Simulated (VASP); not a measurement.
# MgO in VASP: settings compared

Aim: see how the results for MgO move with the level of theory and the settings. Levels: r2SCAN, PBE0. Tasks: single point.

All numbers are computed with VASP 6.6.1; they aren't measurements. Logs are shortened: lines on timing, memory, paths and dates and some standing lists are left out, and cuts for length are marked.

### 1 The cell of the first run

It takes space group Pm (No. 6, monoclinic). Conventional cell: a = 2.938 Å, b = 2.680 Å, c = 2.938 Å, α = 90.00°, β = 120.00°, γ = 90.00°. Mg (site symmetry m) has 6 O at 2.14 to 2.18 Å and 2 Mg at 2.68 Å within 2.8 Å. Within 2.8 Å of O (site symmetry m) lie 6 Mg at 2.14 to 2.18 Å and 2 O at 2.68 Å.

### 2 Single point, r2SCAN

File POSCAR:

```
MgO
1.0
    2.9380209034      0.0000000000      0.0000000000
   -1.4690104517      2.5444007392      0.0000000000
    0.0000000000      0.0000000000      2.6796800000
Mg O
1 1
Direct
    0.0089360000      0.0030280000      0.0028050000
    0.3401990000      0.6577370000      0.5028030000
```

File INCAR.step1:

```
PREC = Accurate
ENCUT = 660
ISMEAR = 0
SIGMA = 0.1
LREAL = F
LASPH = T
NELM = 120
NBANDS = 15
GGA = PE
ALGO = Normal
EDIFF = 1E-5
LWAVE = T
LCHARG = F
GGA_COMPAT = F
```

File INCAR.step2:

```
PREC = Accurate
ENCUT = 660
EDIFF = 1E-6
ISMEAR = 0
SIGMA = 0.1
LREAL = F
LASPH = T
NELM = 120
ALGO = Normal
ISIF = 2
LWAVE = F
LCHARG = F
METAGGA = R2SCAN
LMIXTAU = T
NBANDS = 15
ISTART = 1
GGA_COMPAT = F
```

File KPOINTS:

```
Automatic mesh
0
Gamma
  8 8 7
```

Potentials or basis: VASP PAW PBE potentials, release 64 (Mg_sv, O).

Command:

```
$ cat potpaw_PBE.64/Mg_sv/POTCAR potpaw_PBE.64/O/POTCAR > POTCAR
$ cp INCAR.step1 INCAR
$ mpirun -np 1 vasp_std > vasp.out
$ cp INCAR.step2 INCAR
$ mpirun -np 1 vasp_std > vasp.out
```

OUTCAR:

```text
PREC = Accurate
   ENCUT = 660
   EDIFF = 1E-6
   ISMEAR = 0
   LREAL = F
   LASPH = T
   NELM = 120
   ISIF = 2
   METAGGA = R2SCAN
   ISTART = 1

 ion  position               nearest neighbor table
   1  0.009  0.003  0.003-
   2  0.340  0.658  0.503-

  LATTYP: Found a hexagonal cell.
 ALAT       =     2.9380209034
 C/A-ratio  =     0.9120697531

  Lattice vectors:

 A1 = (   2.9380209034,   0.0000000000,   0.0000000000)
 A2 = (  -1.4690104517,   2.5444007392,   0.0000000000)
 A3 = (   0.0000000000,   0.0000000000,   2.6796800000)

Analysis of symmetry for initial positions (statically):
=====================================================================
 Subroutine PRICEL returns:
 Original cell was already a primitive cell.

 Routine SETGRP: Setting up the symmetry group for a
 hexagonal supercell.

 Subroutine GETGRP returns: Found  2 space group operations
 (whereof  1 operations were pure point group operations)
 out of a pool of 24 trial point group operations.

The static configuration has the point symmetry C_1 .
 The point group associated with its full space group is C_1h.

Analysis of symmetry for dynamics (positions and initial velocities):
=====================================================================
 Subroutine PRICEL returns:
 Original cell was already a primitive cell.

 Routine SETGRP: Setting up the symmetry group for a
 hexagonal supercell.

 Subroutine GETGRP returns: Found  2 space group operations
 (whereof  1 operations were pure point group operations)
 out of a pool of 24 trial point group operations.

The dynamic configuration has the point symmetry C_1 .
 The point group associated with its full space group is C_1h.

 Subroutine INISYM returns: Found  2 space group operations
 (whereof  1 operations are pure point group operations),
 and found     1 'primitive' translations

----------------------------------------------------------------------------------------

                                     Primitive cell

  volume of cell :      20.0320

  direct lattice vectors                    reciprocal lattice vectors
     2.938020903  0.000000000  0.000000000     0.340365175  0.196509926  0.000000000
    -1.469010452  2.544400739  0.000000000     0.000000000  0.393019851  0.000000000
     0.000000000  0.000000000  2.679680000     0.000000000  0.000000000  0.373178887

  length of vectors
     2.938020903  2.938020903  2.679680000     0.393019851  0.393019851  0.373178887

  position of ions in fractional coordinates (direct lattice)
     0.008936000  0.003028000  0.002805000
     0.340199000  0.657737000  0.502803000

  ion indices of the primitive-cell ions
   primitive index   ion index
                 1           1
                 2           2

----------------------------------------------------------------------------------------

 KPOINTS: Automatic mesh

Automatic generation of k-mesh.
 Grid dimensions read from file:
 generate k-points for:    8    8    7

 Generating k-lattice:

  Cartesian coordinates                     Fractional coordinates (reciprocal lattice)
     0.042545647  0.024563741  0.000000000     0.125000000  0.000000000  0.000000000
     0.000000000  0.049127481  0.000000000     0.000000000  0.125000000  0.000000000
     0.000000000  0.000000000  0.053311270     0.000000000  0.000000000  0.142857143

  Length of vectors
     0.049127481  0.049127481  0.053311270

  Shift w.r.t. Gamma in fractional coordinates (k-lattice)
     0.000000000  0.000000000  0.000000000

 Subroutine IBZKPT returns following result:
 ===========================================

 Found    136 irreducible k-points:

 Following reciprocal coordinates:
            Coordinates               Weight
  0.000000  0.000000  0.000000      1.000000
  0.125000  0.000000  0.000000      2.000000
  0.000000  0.125000  0.000000      2.000000
 -0.125000  0.125000  0.000000      2.000000
  0.250000  0.000000  0.000000      2.000000
  0.000000  0.250000  0.000000      2.000000
[... 16 lines left out ...]
  0.375000  0.125000  0.000000      2.000000
 -0.125000  0.500000  0.000000      2.000000
 [... further k-points ...]
   k-points           NKPTS =    136   k-points in BZ     NKDIM =    136   number of bands    NBANDS=     15
   number of dos      NEDOS =    301   number of ions     NIONS =      2
   total plane-waves  NPLWV =  18816
   dimension x,y,z NGX =    28 NGY =   28 NGZ =   24
   dimension x,y,z NGXF=    56 NGYF=   56 NGZF=   48
   ions per type =               1   1
   NGX,Y,Z   is equivalent  to a cutoff of  15.84, 15.84, 14.89 a.u.
   NGXF,Y,Z  is equivalent  to a cutoff of  31.69, 31.69, 29.78 a.u.
 SYSTEM =  unknown system
   PREC   = accura    normal or accurate (medium, high low for compatibility)
   ISTART =      1    job   : 0-new  1-cont  2-samecut
   ICHARG =      0    charge: 1-file 2-atom 10-const
   ISPIN  =      1    spin polarized calculation?
   LNONCOLLINEAR =      F non collinear calculations
   LSORBIT =      F    spin-orbit coupling
   LASPH  =      T    aspherical Exc in radial PAW
   ENCUT  =  660.0 eV  48.51 Ry    6.96 a.u.   6.15  6.15  5.61*2*pi/ulx,y,z
   NELM   =    120;   NELMIN=  2; NELMDL=  0     # of ELM steps
   EDIFF  = 0.1E-05   stopping-criterion for ELM
   LREAL  =      F    real-space projection
[... 7 lines left out ...]
   TEBEG  =    0.0;   TEEND  =   0.0 temperature during run
   PSTRESS=    0.0 pullay stress
   NELECT =      16.0000    total number of electrons
   NUPDOWN=      -1.0000    fix difference up-down
   EMIN   =  10.00;   EMAX   =-10.00  energy-range for DOS
   EFERMI =   0.00;   METHOD = LEGACY
   ISMEAR =     0;   SIGMA  =   0.10  broadening in eV -4-tet -1-fermi 0-gaus
   EFERMI_NEDOS =   21; number of points for ismear=-14 and -15
   IALGO  =     38    algorithm
   IMIX   =      4    mixing-type and parameters
     AMIX     =   0.40;   BMIX     =  1.00
     AMIX_MAG =   1.60;   BMIX_MAG =  1.00
  volume/ion in A,a.u.               =      10.02        67.59
  Fermi-wavevector in a.u.,A,eV,Ry     =   1.518939  2.870379 31.391038  2.307176
  Thomas-Fermi vector in A             =   2.627992
   LORBIT       =      0    0 simple, 1 ext, 2 COOP (PROOUT), +10 PAW based schemes
   METAGGA = R2SCAN    functional components
   LHFCALC =     F    Hartree Fock is set to
   AEXX    =    0.0000 exact exchange contribution
   IVDW    =     0    specifies the selected vdW correction
   LEPSILON=     F    determine dielectric tensor
   LRPA    =     F    only Hartree local field effects (RPA)
 non-spin polarized calculation
 Gauss-broadening in eV      SIGMA  =   0.10
  energy-cutoff  :      660.00
  volume of cell :       20.03
 maximum number of plane-waves:       786
 NGX is ok and might be reduce to    28
   NGX = 13   NGY = 13   NGZ = 11

 number of electron      16.0000001 magnetization

 Free energy of the ion-electron system (eV)
  ---------------------------------------------------
  ext. energy  EPLUGINS =         0.00000000
  ---------------------------------------------------
  free energy    TOTEN  =       -15.42214740 eV

  energy without entropy =      -15.42214740  energy(sigma->0) =      -15.42214740

 E-fermi :   3.3504     XC(G=0): -11.6318

 val. band max:        2.6933408615   @ k =   0.3750   0.3750   0.0000
 cond. band min:       6.5129521892   @ k =   0.0000   0.0000   0.0000
 fundamental gap:      3.8196113277
 Fermi energy:         3.3504362164

 k-point     1 :       0.0000    0.0000    0.0000
  band No.  band energies     occupation
      1     -73.4053      2.00000
      2     -38.5192      2.00000
      3     -38.5074      2.00000
      4     -38.4519      2.00000
      5     -15.6835      2.00000
      6       2.0578      2.00000
      7       2.0980      2.00000
      8       2.2937      2.00000
      9       6.5130      0.00000
     10      15.6052      0.00000
     11      19.2882      0.00000
     12      19.3913      0.00000
     13      23.8497      0.00000
     14      25.0087      0.00000
     15      26.6168      0.00000

 k-point     2 :       0.1250    0.0000    0.0000
  band No.  band energies     occupation
      1     -73.4044      2.00000
      2     -38.5270      2.00000
      3     -38.5124      2.00000
      4     -38.4509      2.00000
      5     -15.5496      2.00000
      6       1.1660      2.00000
      7       1.9599      2.00000
      8       2.3434      2.00000
      9       7.3908      0.00000
     10      15.5928      0.00000
     11      18.0733      0.00000
     12      19.7719      0.00000
     13      24.6907      0.00000
     14      25.2133      0.00000
     15      27.0352      0.00000

 k-point     3 :       0.0000    0.1250    0.0000
  band No.  band energies     occupation
      1     -73.4044      2.00000
      2     -38.5226      2.00000
      3     -38.5169      2.00000
      4     -38.4508      2.00000
      5     -15.5491      2.00000
      6       1.1504      2.00000
      7       1.9814      2.00000
      8       2.3422      2.00000
      9       7.3789      0.00000
     10      15.6041      0.00000
     11      18.0223      0.00000
     12      19.8145      0.00000
     13      24.7041      0.00000
     14      25.3423      0.00000
     15      26.8789      0.00000

 k-point     4 :      -0.1250    0.1250    0.0000
  band No.  band energies     occupation
      1     -73.4044      2.00000
      2     -38.5291      2.00000
      3     -38.5103      2.00000
      4     -38.4509      2.00000
      5     -15.5500      2.00000
      6       1.1758      2.00000
      7       1.9467      2.00000
      8       2.3441      2.00000
      9       7.3977      0.00000
     10      15.5846      0.00000
     11      18.1155      0.00000
     12      19.7326      0.00000
     13      24.6837      0.00000
     14      25.1564      0.00000
     15      27.1214      0.00000
[... 307 lines left out ...]
 k-point    22 :       0.3750   -0.1250    0.0000
  band No.  band energies     occupation
      1     -73.4006      2.00000
      2     -38.5648      2.00000
      3     -38.5247      2.00000
      4     -38.4459      2.00000
      5     -14.9502      2.00000
      6      -1.1227      2.00000
      7       1.1566      2.00000
      8       2.5603      2.00000
      9       9.9305      0.00000
     10      14.3509      0.00000
     11      17.5164      0.00000
     12      20.8547      0.00000
     13      23.3934      0.00000
     14      25.7929      0.00000
     15      28.0752      0.00000

 k-point    23 :       0.3750    0.1250    0.0000
  band No.  band energies     occupation
      1     -73.3991      2.00000
      2     -38.5767      2.00000
      3     -38.5342      2.00000
      4     -38.4439      2.00000
      5     -14.6718      2.00000
      6      -1.8849      2.00000
      7       0.8403      2.00000
      8       2.6506      2.00000
      9      10.6667      0.00000
     10      14.2903      0.00000
     11      16.8521      0.00000
     12      21.9990      0.00000
     13      22.9033      0.00000
     14      25.8259      0.00000
     15      27.2170      0.00000

 k-point    24 :      -0.1250    0.5000    0.0000
  band No.  band energies     occupation
      1     -73.3990      2.00000
      2     -38.5724      2.00000
      3     -38.5390      2.00000
      4     -38.4438      2.00000
      5     -14.6689      2.00000
      6      -1.8947      2.00000
      7       0.8551      2.00000
      8       2.6451      2.00000
      9      10.6137      0.00000
     10      14.3042      0.00000
     11      16.9153      0.00000
     12      21.9470      0.00000
     13      22.9550      0.00000
     14      25.8654      0.00000
     15      27.1859      0.00000

 [... further k-points ...]
[... 5 lines left out ...]
  --------------------------------------------------------------------------------------
  -------------------------------------------------------------------------------------
  Total       -0.6569210     -0.6913117     -0.7687470      0.0018942      0.0000000      0.0000000
  in kB      -52.5412475    -55.2918529    -61.4852130      0.1514967      0.0000000      0.0000000
  external PRESSURE =     -56.4394378 kB  Pullay stress =       0.0000000 kB

 VOLUME and BASIS-vectors are now :
 -----------------------------------------------------------------------------
  energy-cutoff  :      660.00
  volume of cell :       20.03
      direct lattice vectors                 reciprocal lattice vectors
     2.938020903  0.000000000  0.000000000     0.340365175  0.196509926  0.000000000
    -1.469010452  2.544400739  0.000000000     0.000000000  0.393019851  0.000000000
     0.000000000  0.000000000  2.679680000     0.000000000  0.000000000  0.373178887

 POSITION                                       TOTAL-FORCE (eV/Angst)
 -----------------------------------------------------------------------------------
      0.02181      0.00770      0.00752         0.035533     -0.109733      0.000000
      0.03329      1.67355      1.34735        -0.035533      0.109733      0.000000
 -----------------------------------------------------------------------------------
    total drift:                                0.001694      0.003671      0.005813

  FREE ENERGIE OF THE ION-ELECTRON SYSTEM (eV)
  ---------------------------------------------------
  free  energy   TOTEN  =       -15.4221473991 eV

  energy  without entropy=      -15.4221473991  energy(sigma->0) =      -15.42214740
```

Wall time 5.1 min (1 thread of Intel Xeon Platinum 8375C at 2.90GHz (Ice Lake), shared host); peak memory 0.19 GiB.

Results:

* Free energy: -15.4221 eV
* Pressure: -5.6 GPa
* Largest force: 0.115 eV/Å
* Band gap on the k mesh: 3.82 eV (least direct gap 4.22 eV)

Forces on the atoms (eV/Å):
```
Mg   0.036 -0.110  0.000
O   -0.036  0.110  0.000
```

Caveat: the cell stands under tension; the PAW data sets were made with another functional, which shifts forces and pressure a little; an odd mesh through Γ misses points on the zone boundary, where band edges can lie.

### 3 Single point, PBE0

This run uses another cell than the first one, of 10.22 Å³/atom.

File POSCAR:

```
MgO
1.0
    2.9574785625      0.0000000000      0.0000000000
   -1.4787392813      2.5612515663      0.0000000000
    0.0000000000      0.0000000000      2.6974267424
Mg O
1 1
Direct
    0.0000000000      0.0000000000      0.0000000000
    0.3333333333      0.6666666667      0.5000000000
```

File INCAR.step1:

```
SYSTEM = MgO
ALGO = Normal
EDIFF = 1E-5
ENCUT = 520
GGA = PE
ISIF = 2
ISMEAR = -1
LASPH = .TRUE.
LCHARG = .FALSE.
LREAL = .FALSE.
LWAVE = .TRUE.
NBANDS = 11
NELM = 80
PREC = Accurate
SIGMA = 0.05
```

File INCAR.step2:

```
SYSTEM = MgO
AEXX = 0.25
ALGO = Normal
EDIFF = 1E-6
ENCUT = 520
GGA = PE
ISIF = 2
ISMEAR = -1
ISTART = 1
LASPH = .TRUE.
LCHARG = .FALSE.
LHFCALC = .TRUE.
LREAL = .FALSE.
LWAVE = .FALSE.
NBANDS = 11
NELM = 80
PREC = Accurate
PRECFOCK = Normal
SIGMA = 0.05
```

File KPOINTS:

```
k-points
0
G
  6 6 6
  0 0 0
```

Potentials or basis: VASP PAW PBE potentials, release 64 (Mg, O).

Command:

```
$ cat potpaw_PBE.64/Mg/POTCAR potpaw_PBE.64/O/POTCAR > POTCAR
$ cp INCAR.step1 INCAR
$ mpirun -np 1 vasp_std > vasp.out
$ cp INCAR.step2 INCAR
$ mpirun -np 1 vasp_std > vasp.out
```

Wall time 11 min (1 thread of AMD EPYC 7R43 (Zen 3), shared host); peak memory 0.11 GiB.

It converged, with:

```
Free energy            : -14.0252 eV
Pressure               : -8.6 GPa
Band gap on the k mesh : 5.14 eV (least direct gap 5.56 eV)
```

Stress tensor (GPa, compression positive):
```
-7.89  0.00  0.00
 0.00 -7.89  0.00
 0.00  0.00 -9.89
```

Levels at points of the mesh, in eV from the valence-band top:
```
           k point  band 1  band 2  band 3  band 4  band 5  band 6  band 7  band 8  band 9
(0.00, 0.00, 0.00)  -18.93   -0.61   -0.61   -0.42    5.14   14.38   18.09   18.09   22.33
(0.50, 0.00, 0.00)  -17.88   -5.12   -1.39   -0.05    8.92   13.16   15.63   20.55   21.43
(0.00, 0.00, 0.50)  -17.85   -5.61   -0.08   -0.08   10.65   11.56   20.15   20.15   21.11
(0.50, 0.00, 0.50)  -17.11   -3.93   -3.54   -0.87    8.13   13.88   16.62   17.67   17.72
```

Caveat: the cell stands under tension; the PAW data sets were made with another functional, which shifts forces and pressure a little.

(Part 1 of 2 ends here.)
